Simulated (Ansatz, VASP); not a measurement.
Two plane-wave programs on MgO

Contents of INCAR:

```
PREC     = Accurate       # precision mode
ENCUT    = 520            # plane-wave cutoff, eV
EDIFF    = 1E-6           # SCF threshold, eV
ISMEAR   = 0              # smearing method
SIGMA    = 0.05           # smearing width, eV
LREAL    = False          # projectors in reciprocal space
LASPH    = True           # aspherical terms in the spheres
NELM     = 100            # most SCF steps
ALGO     = Normal         # electronic algorithm
ISIF     = 2              # what is computed and relaxed
LWAVE    = False          # write WAVECAR
LCHARG   = False          # write CHGCAR
GGA      = PE             # functional
NBANDS   = 26             # bands
```

KPOINTS

```
Automatic mesh
0
Gamma
  9 9 2
```

The input POSCAR:

```
MgO
1.0
    3.2805263433      0.0000000000      0.0000000000
   -1.6402631717      2.8410191511      0.0000000000
    0.0000000000      0.0000000000     10.5138967343
Mg O
4 4
Direct
    0.2714582195      0.7441036667      0.9694906392
    0.0431414914     -0.0539917822      0.2208211786
   -0.0431414914      0.0539917822      0.7208211786
    0.7285417805      0.2558963333      0.4694906392
    0.2866660924      0.7250709413      0.7800420079
    0.0566038189     -0.0708399493      0.5296443544
   -0.0566038189      0.0708399493      0.0296443544
    0.7133339076      0.2749290587      0.2800420079
```

Input for Ansatz:

```yaml
crystal:
  lattice:
    - [3.2805263433, 0.0, 0.0]
    - [-1.6402631717, 2.8410191511, 0.0]
    - [0.0, 0.0, 10.5138967343]
  atoms:
    - { symbol: Mg, position: [0.2714582195, 0.7441036667, 0.9694906392] }
    - { symbol: Mg, position: [0.0431414914, -0.0539917822, 0.2208211786] }
    - { symbol: Mg, position: [-0.0431414914, 0.0539917822, 0.7208211786] }
    - { symbol: Mg, position: [0.7285417805, 0.2558963333, 0.4694906392] }
    - { symbol: O, position: [0.2866660924, 0.7250709413, 0.7800420079] }
    - { symbol: O, position: [0.0566038189, -0.0708399493, 0.5296443544] }
    - { symbol: O, position: [-0.0566038189, 0.0708399493, 0.0296443544] }
    - { symbol: O, position: [0.7133339076, 0.2749290587, 0.2800420079] }
basis:
  ecutwfc: 520.0
kpoints:
  mp_grid: { grid: [9, 9, 2] }
hamiltonian:
  xc: pbe
  pseudopotentials: { kind: paw, azcp: { folder: soft_1 } }
scf:
  occupations: { method: gaussian, width: 0.05 }
output:
  forces: true
  stress: true
  eigenvalues: true
```

Change from the starting cell: mode 4 frozen in at -0.330 Å and mode 5 at +0.220 Å (largest displacements).

Alike in both runs: task single point; functional PBE; k mesh 9 × 9 × 2; occupations gaussian, width 0.05 eV; no spin polarisation.

|  | VASP | Ansatz |
| --- | --- | --- |
| version | VASP 6.6.1 | Ansatz 0.2.0 |
| potentials or method | VASP PAW PBE potentials, release 64 (Mg, O), cutoff 520 eV | scalar-relativistic, plane waves, PAW |
| valence electrons in the cell | 32 | 64 |

Ansatz gave:

| Property | Result |
| --- | --- |
| gap on the k mesh at the Fermi level (eV) | 3.03 |
| least direct gap on the mesh (eV) | 3.03 |
| pressure (GPa) | -0.7 |
| traceless stress, the component that is largest in VASP (GPa) | -2.35 |
| rms of the force components (eV/Å) | 0.267 |

Question: What did VASP give for the same quantities?

Answer: gap on the k mesh at the Fermi level (eV): 3.01; least direct gap on the mesh (eV): 3.01; pressure (GPa): -1.1; traceless stress, the component that is largest in VASP (GPa): -2.38; rms of the force components (eV/Å): 0.270.

Atom by atom the forces differ by 0.004 eV/Å (rms over components). VASP's potentials hold 32 valence electrons a cell and Ansatz's 64, so a difference there can come from the potentials and not from the codes.
